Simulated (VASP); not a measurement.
## Si: single point with r2SCAN

The system is Si.

```
Si
1.0
    -2.18166    2.18166    1.32927
     2.18166   -2.18166    1.32927
     2.18166    2.18166   -1.32927
Si
2
Direct
  0.25000 0.75000 0.50000
  0.50000 0.50000 0.00000
```

This cell differs from its parent crystal: strain -0.080 along x and y, +0.000 along z.

```yaml
Program: VASP 6.6.1
Task: single point
Functional: r2SCAN
Potentials_or_basis: VASP PAW PBE potentials, release 64 (Si)
Cutoff: 520 eV
k_mesh: 20 × 20 × 20
Occupations: gaussian, width 0.15 eV
Spin: no spin polarisation
Dipole_correction: no
Further_INCAR_settings: ALGO = Normal; EDIFF = 1e-06; NBANDS = 11
```

The pressure is 35.8 GPa. The band gap on the k mesh is zero (bands 4 and 5 overlap by 9.22 eV).

Stress tensor (GPa, compression positive):
```
44.53  0.00  0.00
 0.00 44.53  0.00
 0.00  0.00 18.37
```

Levels at points of the mesh, in eV from the Fermi level:
| k point | band 2 | band 3 | band 4 | band 5 | band 6 | band 7 |
| --- | --- | --- | --- | --- | --- | --- |
| (0.00, 0.00, 0.00) | -2.41 | -2.41 | 0.47 | 1.33 | 7.87 | 9.66 |
| (0.50, 0.00, 0.00) | -8.68 | -2.76 | -2.24 | -1.09 | 0.42 | 6.17 |
| (0.50, 0.50, 0.00) | -12.34 | 0.94 | 0.94 | 4.49 | 4.49 | 8.13 |
| (0.50, 0.50, 0.50) | -8.64 | -8.29 | -8.29 | 4.29 | 4.29 | 16.91 |

Wall time 6.8 min on 1 thread of AMD EPYC 9R45 96-Core Processor (Zen 5) (shared host), peak memory 0.24 GiB.

Caveat: the cell differs from its parent crystal (strain -0.080 along x and y, +0.000 along z); the stress differs along the axes, from 18 to 45 GPa; the PAW data sets were made with another functional, which shifts forces and pressure a little.
